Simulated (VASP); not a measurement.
# TbBeC (P4/mmm) in VASP: single point with PBE

Aim: the single point of TbBeC with PBE.

All numbers are computed with VASP 6.6.1; they aren't measurements. Logs are shortened: lines on timing, memory, paths and dates and some standing lists are left out, and cuts for length are marked.

### Step 1. The cell of the first run

The structure is tetragonal, space group P4/mmm (No. 123). The conventional cell has a = 3.484 Å, b = 3.484 Å, c = 3.555 Å, α = 90.00°, β = 90.00°, γ = 90.00°. Tb (site symmetry 4/mmm) has 4 C at 2.46 Å and 8 Be at 3.04 Å within 3.3 Å. Be (site symmetry 4/mmm) has 2 C at 1.78 Å within 2.4 Å. Within 2.5 Å of C (site symmetry 4/mmm) lie 2 Be at 1.78 Å and 4 Tb at 2.46 Å.

The cell was generated, and may not be a known phase.

### Step 2. Single point, PBE

Contents of INCAR:

```
PREC = Accurate ; ENCUT = 800
EDIFF = 1E-6 ; ISMEAR = 0
SIGMA = 0.1 ; LREAL = F
LASPH = T ; NELM = 300
ALGO = All ; ISIF = 2
LWAVE = F ; LCHARG = F
GGA = PE ; NBANDS = 20
GGA_COMPAT = F ; LMAXMIX = 6
ISEARCH = 1 ; KPAR = 4
```

Contents of KPOINTS:

```
Automatic mesh
0
Gamma
  6 6 6
```

Contents of POSCAR:

```
TbBeC
1.0
    3.4836349300      0.0000000000      0.0000000000
    0.0000000000      3.4836349300      0.0000000000
    0.0000000000      0.0000000000      3.5552624200
Tb Be C
1 1 1
Direct
    0.0000000000      0.0000000000      0.0000000000
    0.5000000000      0.5000000000      0.5000000000
    0.5000000000      0.5000000000      0.0000000000
```

Potentials or basis: VASP PAW PBE potentials, release 64 (Tb, Be, C).

Run with:

```
$ cat potpaw_PBE.64/Tb/POTCAR potpaw_PBE.64/Be/POTCAR potpaw_PBE.64/C/POTCAR > POTCAR
$ mpirun -np 4 vasp_std > vasp.out
```

OUTCAR:

```text
PREC = Accurate
   ENCUT = 800
   EDIFF = 1E-6
   ISMEAR = 0
   LREAL = F
   LASPH = T
   NELM = 300
   ISIF = 2
   GGA = PE

 ion  position               nearest neighbor table
   1  0.000  0.000  0.000-   3 2.46   3 2.46   3 2.46   3 2.46
   2  0.500  0.500  0.500-   3 1.78   3 1.78
   3  0.500  0.500  0.000-   2 1.78   2 1.78   1 2.46   1 2.46   1 2.46   1 2.46

  LATTYP: Found a simple tetragonal cell.
 ALAT       =     3.4836349300
 C/A-ratio  =     1.0205611355

  Lattice vectors:

 A1 = (   3.4836349300,   0.0000000000,   0.0000000000)
 A2 = (   0.0000000000,   3.4836349300,   0.0000000000)
 A3 = (   0.0000000000,   0.0000000000,   3.5552624200)

Analysis of symmetry for initial positions (statically):
=====================================================================
 Subroutine PRICEL returns:
 Original cell was already a primitive cell.

 Routine SETGRP: Setting up the symmetry group for a
 simple tetragonal supercell.

 Subroutine GETGRP returns: Found 16 space group operations
 (whereof 16 operations were pure point group operations)
 out of a pool of 16 trial point group operations.

The static configuration has the point symmetry D_4h.

Analysis of symmetry for dynamics (positions and initial velocities):
=====================================================================
 Subroutine PRICEL returns:
 Original cell was already a primitive cell.

 Routine SETGRP: Setting up the symmetry group for a
 simple tetragonal supercell.

 Subroutine GETGRP returns: Found 16 space group operations
 (whereof 16 operations were pure point group operations)
 out of a pool of 16 trial point group operations.

The dynamic configuration has the point symmetry D_4h.

 Subroutine INISYM returns: Found 16 space group operations
 (whereof 16 operations are pure point group operations),
 and found     1 'primitive' translations

----------------------------------------------------------------------------------------

                                     Primitive cell

  volume of cell :      43.1456

  direct lattice vectors                    reciprocal lattice vectors
     3.483634930  0.000000000  0.000000000     0.287056486  0.000000000  0.000000000
     0.000000000  3.483634930  0.000000000     0.000000000  0.287056486  0.000000000
     0.000000000  0.000000000  3.555262420     0.000000000  0.000000000  0.281273189

  length of vectors
     3.483634930  3.483634930  3.555262420     0.287056486  0.287056486  0.281273189
[... 81 lines left out ...]
   ENCUT  =  800.0 eV  58.80 Ry    7.67 a.u.   8.03  8.03  8.20*2*pi/ulx,y,z
   NELM   =    300;   NELMIN=  2; NELMDL= -5     # of ELM steps
   EDIFF  = 0.1E-05   stopping-criterion for ELM
   LREAL  =      F    real-space projection
   EDIFFG = 0.1E-04   stopping-criterion for IOM
   NSW    =      0    number of steps for IOM
   IBRION =     -1    ionic relax: 0-MD 1-quasi-New 2-CG
   NFREE  =      0    steps in history (QN), initial steepest desc. (CG)
   ISIF   =      2    stress and relaxation
   ISYM   =      2    0-nonsym 1-usesym 2-fastsym
   POTIM  = 0.5000    time-step for ionic-motion
   TEBEG  =    0.0;   TEEND  =   0.0 temperature during run
   PSTRESS=    0.0 pullay stress
   NELECT =      25.0000    total number of electrons
   NUPDOWN=      -1.0000    fix difference up-down
   EMIN   =  10.00;   EMAX   =-10.00  energy-range for DOS
   EFERMI =   0.00;   METHOD = LEGACY
   ISMEAR =     0;   SIGMA  =   0.10  broadening in eV -4-tet -1-fermi 0-gaus
   EFERMI_NEDOS =   21; number of points for ismear=-14 and -15
   IALGO  =     58    algorithm
   IMIX   =      4    mixing-type and parameters
     AMIX     =   0.40;   BMIX     =  1.00
     AMIX_MAG =   1.60;   BMIX_MAG =  1.00
  volume/ion in A,a.u.               =      14.38        97.05
  Fermi-wavevector in a.u.,A,eV,Ry     =   1.364822  2.579139 25.344085  1.862738
  Thomas-Fermi vector in A             =   2.491104
   LORBIT       =      0    0 simple, 1 ext, 2 COOP (PROOUT), +10 PAW based schemes
   GGA     = PE    functional components
   LHFCALC =     F    Hartree Fock is set to
   AEXX    =    0.0000 exact exchange contribution
   IVDW    =     0    specifies the selected vdW correction
   LEPSILON=     F    determine dielectric tensor
   LRPA    =     F    only Hartree local field effects (RPA)
 non-spin polarized calculation
 Gauss-broadening in eV      SIGMA  =   0.10
  energy-cutoff  :      800.00
  volume of cell :       43.15
 maximum number of plane-waves:      2248
   NGX = 17   NGY = 17   NGZ = 17

 number of electron      25.0000006 magnetization

 Free energy of the ion-electron system (eV)
  ---------------------------------------------------
  ext. energy  EPLUGINS =         0.00000000
  ---------------------------------------------------
  free energy    TOTEN  =       -17.54673351 eV

  energy without entropy =      -17.36513415  energy(sigma->0) =      -17.45593383

 E-fermi :   3.8180     XC(G=0): -10.8649

 val. band max:        3.8226134170   @ k =   0.5000   0.0000   0.3333
 cond. band min:       3.8252957839   @ k =   0.3333   0.1667   0.1667
 fundamental gap:      0.0026823668
 Fermi energy:         3.8179629922

 k-point     1 :       0.0000    0.0000    0.0000
  band No.  band energies     occupation
      1     -39.2323      2.00000
      2     -16.2305      2.00000
      3     -16.1186      2.00000
      4     -16.1186      2.00000
      5      -7.1192      2.00000
      6       0.7215      2.00000
[... 541 lines left out ...]
     19       9.9174      0.00000
     20      10.7968      0.00000

 [... further k-points ...]

------------------------ aborting loop because EDIFF is reached ----------------------------------------

  FORCE on cell =-STRESS in cart. coord.  units (eV):
  Direction    XX          YY          ZZ          XY          YZ          ZX
  --------------------------------------------------------------------------------------
  -------------------------------------------------------------------------------------
  Total        0.8851463      0.8851463     -3.8884471      0.0000000      0.0000000      0.0000000
  in kB       32.8691687     32.8691687   -144.3942303      0.0000000      0.0000000      0.0000000
  external PRESSURE =     -26.2186310 kB  Pullay stress =       0.0000000 kB

 VOLUME and BASIS-vectors are now :
 -----------------------------------------------------------------------------
  energy-cutoff  :      800.00
  volume of cell :       43.15
      direct lattice vectors                 reciprocal lattice vectors
     3.483634930  0.000000000  0.000000000     0.287056486  0.000000000  0.000000000
     0.000000000  3.483634930  0.000000000     0.000000000  0.287056486  0.000000000
     0.000000000  0.000000000  3.555262420     0.000000000  0.000000000  0.281273189

 POSITION                                       TOTAL-FORCE (eV/Angst)
 -----------------------------------------------------------------------------------
      0.00000      0.00000      0.00000         0.000000      0.000000      0.000000
      1.74182      1.74182      1.77763         0.000000      0.000000      0.000000
      1.74182      1.74182      0.00000         0.000000      0.000000      0.000000
 -----------------------------------------------------------------------------------
    total drift:                                0.000000     -0.000000     -0.000000

  FREE ENERGIE OF THE ION-ELECTRON SYSTEM (eV)
  ---------------------------------------------------
  free  energy   TOTEN  =       -17.5467335128 eV

  energy  without entropy=      -17.3651320986  energy(sigma->0) =      -17.45593281
```

It took 98 s on 4 MPI ranks of Intel Xeon Platinum 8375C at 2.90GHz (Ice Lake), shared host; peak memory 0.29 GiB.

Results:

```yaml
Free_energy: -17.5467 eV
Pressure: -2.6 GPa
Band_gap_on_the_k_mesh: zero (an odd number of electrons rules out a gap without spin polarisation)
```

Stress tensor (GPa, compression positive):
```
  3.29   0.00   0.00
  0.00   3.29   0.00
  0.00   0.00 -14.44
```

Caveat: the stress differs along the axes, from -14 to 3 GPa; spin-orbit coupling is left out, which moves the levels of the heavy elements; semilocal functionals describe open f shells poorly, which spoils levels, moments and volumes. Spin polarisation is off, so any magnetic state and its effect on volume and gap are missing.
